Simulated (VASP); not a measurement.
# MnS in VASP: a series of runs

Runs on MnS. Level: PBEsol+D3(BJ). Tasks: single point.

All numbers are computed with VASP 6.6.1; they aren't measurements. Logs are shortened: lines on timing, memory, paths and dates and some standing lists are left out, and cuts for length are marked.

## Step 1: The cell of the first run

Symmetry: F-43m, No. 216, cubic system. The conventional cell has a = 5.600 Å, b = 5.600 Å, c = 5.600 Å, α = 90.00°, β = 90.00°, γ = 90.00°. Within 3.2 Å of Mn (site symmetry -43m) lie 4 S at 2.42 Å. Within 3.2 Å of S (site symmetry -43m) lie 4 Mn at 2.42 Å.

## Step 2: Single point, PBEsol+D3(BJ), collinear spin, ferromagnetic start

Contents of INCAR:

```
SYSTEM = MnS
PREC = Accurate
ENCUT = 520
EDIFF = 1E-6
ISMEAR = -1
SIGMA = 0.01
LREAL = .False.
LASPH = .True.
NELM = 150
ALGO = Normal
ISIF = 2
LWAVE = .False.
LCHARG = .True.
ISPIN = 2
MAGMOM = 5.2 0
LORBIT = 11
LMAXMIX = 4
GGA = PS
IVDW = 12
LELF = .True.
LVHAR = .True.
NBANDS = 20
```

Contents of KPOINTS:

```
Automatic mesh
0
Gamma
  5 5 5
  0 0 0
```

Contents of POSCAR:

```
MnS
1.0
    0.0000000000      2.8000000000      2.8000000000
    2.8000000000      0.0000000000      2.8000000000
    2.8000000000      2.8000000000      0.0000000000
Mn S
1 1
Direct
    0.0000000000      0.0000000000      0.0000000000
    0.2500000000      0.2500000000      0.2500000000
```

Potentials or basis: VASP PAW PBE potentials, release 64 (Mn_pv, S).

Command:

```bash
$ cat potpaw_PBE.64/Mn_pv/POTCAR potpaw_PBE.64/S/POTCAR > POTCAR
$ mpirun -np 1 vasp_std > vasp.out
```

OUTCAR:

```text
SYSTEM = MnS
   PREC = Accurate
   ENCUT = 520
   EDIFF = 1E-6
   ISMEAR = -1
   LREAL = .False.
   LASPH = .True.
   NELM = 150
   ISIF = 2
   ISPIN = 2
   LORBIT = 11
   GGA = PS
   IVDW = 12
 IVDW          = 12

 ion  position               nearest neighbor table
   1  0.000  0.000  0.000-   2 2.42   2 2.42   2 2.42   2 2.42
   2  0.250  0.250  0.250-   1 2.42   1 2.42   1 2.42   1 2.42

  LATTYP: Found a face centered cubic cell.
 ALAT       =     5.6000000000

  Lattice vectors:

 A1 = (   0.0000000000,   2.8000000000,   2.8000000000)
 A2 = (   2.8000000000,   0.0000000000,   2.8000000000)
 A3 = (   2.8000000000,   2.8000000000,   0.0000000000)

Analysis of symmetry for initial positions (statically):
=====================================================================
 Subroutine PRICEL returns:
 Original cell was already a primitive cell.

 Routine SETGRP: Setting up the symmetry group for a
 face centered cubic supercell.

 Subroutine GETGRP returns: Found 24 space group operations
 (whereof 24 operations were pure point group operations)
 out of a pool of 48 trial point group operations.

The static configuration has the point symmetry T_d .

Analysis of symmetry for dynamics (positions and initial velocities):
=====================================================================
 Subroutine PRICEL returns:
 Original cell was already a primitive cell.

 Routine SETGRP: Setting up the symmetry group for a
 face centered cubic supercell.

 Subroutine GETGRP returns: Found 24 space group operations
 (whereof 24 operations were pure point group operations)
 out of a pool of 48 trial point group operations.

The dynamic configuration has the point symmetry T_d .

Analysis of structural, dynamic, and magnetic symmetry:
=====================================================================
 Subroutine PRICEL returns:
 Original cell was already a primitive cell.

 Routine SETGRP: Setting up the symmetry group for a
 face centered cubic supercell.

 Subroutine GETGRP returns: Found 24 space group operations
 (whereof 24 operations were pure point group operations)
 out of a pool of 48 trial point group operations.

The overall configuration has the point symmetry T_d .

 Subroutine INISYM returns: Found 24 space group operations
 (whereof 24 operations are pure point group operations),
 and found     1 'primitive' translations

----------------------------------------------------------------------------------------
[... 100 lines left out ...]
  Fermi-wavevector in a.u.,A,eV,Ry     =   1.238297  2.340041 20.862879  1.533378
  Thomas-Fermi vector in A             =   2.372828
   LORBIT       =     11    0 simple, 1 ext, 2 COOP (PROOUT), +10 PAW based schemes
   GGA     = PS    functional components
   LHFCALC =     F    Hartree Fock is set to
   AEXX    =    0.0000 exact exchange contribution
   IVDW    =    12    specifies the selected vdW correction
   LEPSILON=     F    determine dielectric tensor
   LRPA    =     F    only Hartree local field effects (RPA)
 spin polarized calculation
  energy-cutoff  :      520.00
  volume of cell :       43.90
 maximum number of plane-waves:      1243
 NGX is ok and might be reduce to    30
   NGX = 15   NGY = 15   NGZ = 15

 number of electron      18.9999987 magnetization       4.9517908

 Free energy of the ion-electron system (eV)
  ---------------------------------------------------
  ext. energy  EPLUGINS =         0.00000000
  ---------------------------------------------------
  free energy    TOTEN  =       -14.74900521 eV

  energy without entropy =      -14.74834555  energy(sigma->0) =      -14.74867538

 E-fermi :   4.3839     XC(G=0):  -9.5116

 val. band max:        4.3156155325   @ k =   0.2000   0.0000   0.0000
 cond. band min:       4.3979136337   @ k =   0.4000   0.4000   0.0000
 fundamental gap:      0.0822981012
 Fermi energy:         4.3838827153

 spin component 1

 k-point     1 :       0.0000    0.0000    0.0000
  band No.  band energies     occupation
      1     -46.2056      1.00000
      2     -46.2056      1.00000
      3     -46.2056      1.00000
      4      -9.4864      1.00000
      5      -0.4834      1.00000
      6      -0.4834      1.00000
[... 206 lines left out ...]
      6      -0.4939      1.00000
[... 12 lines left out ...]
     19      17.8768      0.00000
     20      18.4831      0.00000
 Fermi energy:         4.3838827153

 spin component 2

 k-point     1 :       0.0000    0.0000    0.0000
  band No.  band energies     occupation
      1     -41.6577      1.00000
      2     -41.6577      1.00000
      3     -41.6577      1.00000
      4      -9.1346      1.00000
      5       1.1402      1.00000
      6       1.1402      1.00000
[... 219 lines left out ...]
     19      18.4776      0.00000
     20      19.2372      0.00000

------------------------ aborting loop because EDIFF is reached ----------------------------------------

 Edisp (eV)   -0.57429

 E8    (eV) :    -0.3656

  FORCE on cell =-STRESS in cart. coord.  units (eV):
  Direction    XX          YY          ZZ          XY          YZ          ZX
  --------------------------------------------------------------------------------------
  -------------------------------------------------------------------------------------
  Total      -0.97219    -0.97219    -0.97219     0.00000     0.00000     0.00000
  in kB     -35.47781   -35.47781   -35.47781     0.00000     0.00000     0.00000
  external pressure =      -35.48 kB  Pullay stress =        0.00 kB

 VOLUME and BASIS-vectors are now :
 -----------------------------------------------------------------------------
  energy-cutoff  :      520.00
  volume of cell :       43.90
      direct lattice vectors                 reciprocal lattice vectors
     0.000000000  2.800000000  2.800000000    -0.178571429  0.178571429  0.178571429
     2.800000000  0.000000000  2.800000000     0.178571429 -0.178571429  0.178571429
     2.800000000  2.800000000  0.000000000     0.178571429  0.178571429 -0.178571429

 POSITION                                       TOTAL-FORCE (eV/Angst)
 -----------------------------------------------------------------------------------
      0.00000      0.00000      0.00000         0.000000      0.000000      0.000000
      1.40000      1.40000      1.40000        -0.000000     -0.000000     -0.000000
 -----------------------------------------------------------------------------------
    total drift:                               -0.000000     -0.000000     -0.000000

  FREE ENERGIE OF THE ION-ELECTRON SYSTEM (eV)
  ---------------------------------------------------
  free  energy   TOTEN  =       -15.3232986576 eV

  energy  without entropy=      -15.3226389978  energy(sigma->0) =      -15.32296883

 total charge

# of ion       s       p       d       tot
------------------------------------------
    1        0.264   6.217   4.899  11.380
    2        1.308   2.427   0.000   3.735
--------------------------------------------------
tot          1.572   8.644   4.899  15.115

 magnetization (x)

# of ion       s       p       d       tot
------------------------------------------
    1        0.048   0.068   4.219   4.335
    2        0.010   0.081   0.000   0.091
--------------------------------------------------
tot          0.058   0.149   4.219   4.426
```

stdout:

```text
POSCAR found type information on POSCAR MnS
 POSCAR found :  2 types and       2 ions
 scaLAPACK will be used
 -----------------------------------------------------------------------------
|                                                                             |
|                                                                             |
|     You enforced a specific xc type in the INCAR file but a different       |
|     I HOPE YOU KNOW WHAT YOU ARE DOING!                                     |
|                                                                             |
 -----------------------------------------------------------------------------

 LDA part: xc-table for (Slater+PW92), standard interpolation
 POSCAR, INCAR and KPOINTS ok, starting setup
 FFT: planning ... GRIDC
 FFT: planning ... GRID_SOFT
 FFT: planning ... GRID
 WAVECAR not read
 entering main loop
```

Run time: 25 s. Hardware: 1 thread of Intel Xeon Platinum 8259CL at 2.50GHz (Skylake/Cascade Lake), shared host; peak memory 0.19 GiB.

Results:

| Property | Result |
| --- | --- |
| Free energy | -15.3233 eV |
| Pressure | -3.5 GPa |
| Net moment | 4.95 μB per cell |
| Site moments | Mn +4.33; S +0.09 μB |
| Valence electrons inside the program's atomic spheres | Mn 11.38; S 3.73 |
| Dispersion energy per atom | -0.287 eV |

Caveat: the k points lie up to 0.39 Å⁻¹ apart; the PAW data sets were made with another functional, which shifts forces and pressure a little; a cell with one magnetic atom can't hold antiferromagnetic order, which such compounds often take; semilocal functionals often make such compounds metallic where correlation or magnetic order opens a gap, which also shifts bond lengths.

## Step 3: Single point, PBEsol+D3(BJ), collinear spin, ferromagnetic start

Contents of INCAR:

```
  ALGO = Normal
  EDIFF = 1E-7
  ENCUT = 520
  GGA = PS
  ISIF = 2
  ISMEAR = -1
  ISPIN = 2
  IVDW = 12
  LASPH = T
  LCHARG = F
  LMAXMIX = 4
  LORBIT = 11
  LREAL = F
  LWAVE = F
  MAGMOM = 5.2 0
  NBANDS = 20
  NELM = 150
  PREC = Accurate
  SIGMA = 0.01
```

Contents of KPOINTS:

```
k-points
0
Gamma
  5 5 5
```

POSCAR, as its differences from that of step 2:

```diff
@@ -8,3 +8,3 @@
 Direct
-    0.0000000000      0.0000000000      0.0000000000
+    0.0000000000      0.0000000000      0.0100000000
     0.2500000000      0.2500000000      0.2500000000
```

Potentials or basis: VASP PAW PBE potentials, release 64 (Mn_pv, S).

Command:

```bash
$ cat potpaw_PBE.64/Mn_pv/POTCAR potpaw_PBE.64/S/POTCAR > POTCAR
$ mpirun -np 1 vasp_std > vasp.out
```

Wall time 77 s (1 thread of Intel Xeon Platinum 8259CL at 2.50GHz (Skylake/Cascade Lake), shared host); peak memory 0.22 GiB.

It converged, with:

```
Free energy                                           : -15.3194 eV
Pressure                                              : -3.5 GPa
Largest force                                         : 0.196 eV/Å
Net moment                                            : 4.95 μB per cell
Site moments                                          : Mn +4.33; S +0.09 μB
Valence electrons inside the program's atomic spheres : Mn 11.38; S 3.73
Dispersion energy per atom                            : -0.287 eV
```

Forces in eV/Å, atoms in the order of the input:
```
Mn  -0.138 -0.138 -0.016
S    0.138  0.138  0.016
```

Stress tensor (GPa, compression positive):
```
-3.55  0.05  0.61
 0.05 -3.55  0.61
 0.61  0.61 -3.53
```

Levels at points of the mesh, in eV from the Fermi level:
Spin up:
| k point | band 9 | band 10 | band 11 | band 12 | band 13 | band 14 | band 15 | band 16 |
| --- | --- | --- | --- | --- | --- | --- | --- | --- |
| (0.00, 0.00, 0.00) | -3.18 | 0.25 | 0.29 | 0.32 | 0.87 | 5.79 | 5.79 | 5.81 |
Spin down:
```csv
k point,band 4,band 5,band 6,band 7,band 8,band 9,band 10,band 11
"(0.00, 0.00, 0.00)",-13.52,-3.31,-3.24,-3.17,0.83,0.83,1.87,3.01
```

Caveat: the k points lie up to 0.39 Å⁻¹ apart; the PAW data sets were made with another functional, which shifts forces and pressure a little; a cell with one magnetic atom can't hold antiferromagnetic order, which such compounds often take; semilocal functionals often make such compounds metallic where correlation or magnetic order opens a gap, which also shifts bond lengths. With open d or f shells a metallic result of PBEsol can be an artefact of self-interaction; +U or a hybrid may open a gap.

## Step 4: Single point, PBEsol+D3(BJ), collinear spin, ferromagnetic start

Contents of INCAR:

```
SYSTEM = MnS
ALGO     = Normal         ! electronic algorithm
EDIFF    = 1E-6           ! SCF threshold, eV
ENCUT    = 520            ! plane-wave cutoff, eV
GGA      = PS             ! functional
ISIF     = 2              ! what is computed and relaxed
ISMEAR   = -1             ! smearing method
ISPIN    = 2              ! spin polarisation
IVDW     = 12             ! dispersion correction
LASPH    = .True.         ! aspherical terms in the spheres
LCHARG   = .False.        ! write CHGCAR
LMAXMIX  = 4              ! l up to which the mixer works
LORBIT   = 11             ! projections on sites
LREAL    = .False.        ! projectors in reciprocal space
LWAVE    = .False.        ! write WAVECAR
MAGMOM   = 5.2 0          ! initial moments
NBANDS   = 20             ! bands
NELM     = 150            ! most SCF steps
PREC     = Accurate       ! precision mode
SIGMA    = 0.01           ! smearing width, eV
```

Contents of KPOINTS:

```
k-points
0
Gamma
  5 5 5
  0 0 0
```

POSCAR, as its differences from that of step 3:

```diff
@@ -8,3 +8,3 @@
 Direct
-    0.0000000000      0.0000000000      0.0100000000
+    0.0000000000      0.0000000000      0.0200000000
     0.2500000000      0.2500000000      0.2500000000
```

Command:

```bash
$ cat potpaw_PBE.64/Mn_pv/POTCAR potpaw_PBE.64/S/POTCAR > POTCAR
$ mpirun -np 1 vasp_std > vasp.out
```

Wall time 75 s (1 thread of Intel Xeon Platinum 8259CL at 2.50GHz (Skylake/Cascade Lake), shared host); peak memory 0.22 GiB.

Results (log left out):

- Free energy: -15.3081 eV
- Pressure: -3.9 GPa
- Largest force: 0.380 eV/Å
- Net moment: 4.90 μB per cell
- Site moments: Mn +4.30; S +0.08 μB
- Valence electrons inside the program's atomic spheres: Mn 11.38; S 3.73
- Dispersion energy per atom: -0.287 eV

Forces in eV/Å, atoms in the order of the input:
```
Mn  -0.263 -0.263 -0.078
S    0.263  0.263  0.078
```

Stress tensor (GPa, compression positive):
```
-3.92  0.29  1.10
 0.29 -3.92  1.10
 1.10  1.10 -3.85
```

Levels at points of the mesh, in eV from the Fermi level:
Spin up:
```
           k point  band 8  band 9  band 10  band 11  band 12  band 13  band 14  band 15  band 16  band 17
(0.00, 0.00, 0.00)   -3.16   -3.16     0.20     0.32     0.36     0.91     5.81     5.81     5.85    10.66
```
Spin down:
```
           k point  band 4  band 5  band 6  band 7  band 8  band 9  band 10  band 11
(0.00, 0.00, 0.00)  -13.53   -3.38   -3.26   -3.11    0.83    0.83     1.84     2.94
```

Caveat: the k points lie up to 0.39 Å⁻¹ apart; the PAW data sets were made with another functional, which shifts forces and pressure a little; a cell with one magnetic atom can't hold antiferromagnetic order, which such compounds often take; semilocal functionals often make such compounds metallic where correlation or magnetic order opens a gap, which also shifts bond lengths.

## Step 5: Single point, PBEsol+D3(BJ), collinear spin, ferromagnetic start

Contents of INCAR:

```
SYSTEM = MnS
ALGO = Normal
EDIFF = 1E-6
ENCUT = 520
GGA = PS
ISIF = 2
ISMEAR = -1
ISPIN = 2
IVDW = 12
LASPH = .TRUE.
LCHARG = .FALSE.
LMAXMIX = 4
LORBIT = 11
LREAL = .FALSE.
LWAVE = .FALSE.
MAGMOM = 5.2 0
NBANDS = 20
NELM = 150
PREC = Accurate
SIGMA = 0.01
```

Contents of KPOINTS:

```
k-points
0
G
  5 5 5
  0 0 0
```

POSCAR, as its differences from that of step 4:

```diff
@@ -8,3 +8,3 @@
 Direct
-    0.0000000000      0.0000000000      0.0200000000
+    0.0000000000      0.0000000000      0.0300000000
     0.2500000000      0.2500000000      0.2500000000
```

Command:

```bash
$ cat potpaw_PBE.64/Mn_pv/POTCAR potpaw_PBE.64/S/POTCAR > POTCAR
$ mpirun -np 1 vasp_std > vasp.out
```

Wall time 68 s (1 thread of Intel Xeon Platinum 8259CL at 2.50GHz (Skylake/Cascade Lake), shared host); peak memory 0.22 GiB.

The run converged. Its results:

- Free energy: -15.2894 eV
- Pressure: -3.8 GPa
- Largest force: 0.598 eV/Å
- Net moment: 4.89 μB per cell
- Site moments: Mn +4.29; S +0.08 μB
- Valence electrons inside the program's atomic spheres: Mn 11.39; S 3.73
- Dispersion energy per atom: -0.287 eV

Forces on the atoms (eV/Å):
```
Mn  -0.408 -0.408 -0.156
S    0.408  0.408  0.156
```

Stress tensor (GPa, compression positive):
```
-3.87  0.54  1.70
 0.54 -3.87  1.70
 1.70  1.70 -3.67
```

Levels at points of the mesh, in eV from the Fermi level:
Spin up:
```tsv
k point	band 9	band 10	band 11	band 12	band 13	band 14	band 15	band 16
(0.00, 0.00, 0.00)	-3.15	0.14	0.33	0.37	0.96	5.81	5.83	5.89
```
Spin down:
```
           k point  band 4  band 5  band 6  band 7  band 8  band 9  band 10  band 11
(0.00, 0.00, 0.00)  -13.53   -3.44   -3.27   -3.04    0.83    0.84     1.81     2.88
```

Caveat: the k points lie up to 0.39 Å⁻¹ apart; the PAW data sets were made with another functional, which shifts forces and pressure a little; a cell with one magnetic atom can't hold antiferromagnetic order, which such compounds often take; semilocal functionals often make such compounds metallic where correlation or magnetic order opens a gap, which also shifts bond lengths.

## Step 6: Summary

| cell | gap on the mesh (eV) | pressure (GPa) | moment (μB) | largest force (eV/Å) |
| --- | --- | --- | --- | --- |
| as given, atomic positions A | none | -3.5 | 4.95 | - |
| as given, atomic positions B | none | -3.5 | 4.95 | 0.20 |
| as given, atomic positions C | none | -3.9 | 4.90 | 0.38 |
| as given, atomic positions D | none | -3.8 | 4.89 | 0.60 |

Alike in all rows: task single point; level PBEsol+D3(BJ); potentials or basis VASP PAW PBE potentials, release 64 (Mn_pv, S); spin collinear, ferromagnetic start; k mesh 5 × 5 × 5; cutoff (eV) 520; smearing fermi-dirac 0.01 eV.

Caveats: all runs use coarse meshes; the PAW data sets were made with another functional, which shifts forces and pressure a little; a cell with one magnetic atom can't hold antiferromagnetic order, which such compounds often take; semilocal functionals often make such compounds metallic where correlation or magnetic order opens a gap, which also shifts bond lengths.

Absolute energies hang on the potentials; compare differences alone.
